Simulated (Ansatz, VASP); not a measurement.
# Two plane-wave programs on Pb

```
Pb
1.0
     0.00000    2.54543    2.54543
     2.54543    0.00000    2.54543
     2.54543    2.54543    0.00000
Pb
1
Direct
  0.00000 0.00000 0.00000
```

Change from the starting cell: volume scaled by 1.03, PAW files.

Alike in both runs: task electric field gradients; functional PBE; k mesh 13 × 13 × 13; occupations fermi-dirac, width 0.05 eV; no spin polarisation.

|  | VASP | Ansatz |
| --- | --- | --- |
| version | VASP 6.6.1 | Ansatz 0.2.0 |
| potentials or method | VASP PAW PBE potentials, release 64 (Pb_d) | PAW with Ansatz's default frozen-core files, scalar-relativistic |
| plane-wave cutoff (eV) | 520 | 420 |
| valence electrons in the cell | 14 | 14 |

|  | VASP | Ansatz | Ansatz less VASP |
| --- | --- | --- | --- |
| pressure (GPa) | -1.1 | -1.0 | +0.05 |

Spin-orbit coupling is off throughout.
